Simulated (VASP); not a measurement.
Runs of VASP 6.6.1 on InAs2. The structure is that of space group P6_3/mmc (No. 194), or close to it. The cells are those of the table. 

```tsv
task	cell	k mesh	cutoff (eV)	gap on the mesh (eV)	pressure (GPa)	largest force (eV/Å)
single point	a = 3.714, b = 3.714, c = 13.033 Å, angles 90.0, 90.0, 120.0°, 6 atoms	6 × 6 × 1	520	none	0.2	0.05
relaxation of cell and atoms	relaxed from a = 3.344, b = 3.344, c = 15.632 Å, angles 90.0, 90.0, 120.0°, 6 atoms	6 × 6 × 1	600	none	0.1	0.03
single point	a = 3.704, b = 3.704, c = 13.005 Å, angles 90.0, 90.0, 120.0°, 6 atoms	6 × 6 × 2	520	none	0.0	0.05
single point	a = 3.344, b = 3.344, c = 15.632 Å, angles 90.0, 90.0, 120.0°, 6 atoms	6 × 6 × 1	520	none	(a)	0.28
```

Alike in all rows: level PBE; potentials or basis VASP PAW PBE potentials, release 64 (In_d, As); no spin polarisation; smearing gaussian 0.1 eV.

Q: Fill in the values left out.

A: (a) -6.3.

Caveats: some runs use coarse meshes; spin-orbit coupling is left out, which moves the levels of the heavy elements.

A k mesh can miss the band edges, and the runs leave out spin-orbit coupling on As, In.

A gap of «none» marks levels without a gap at the run's occupations.
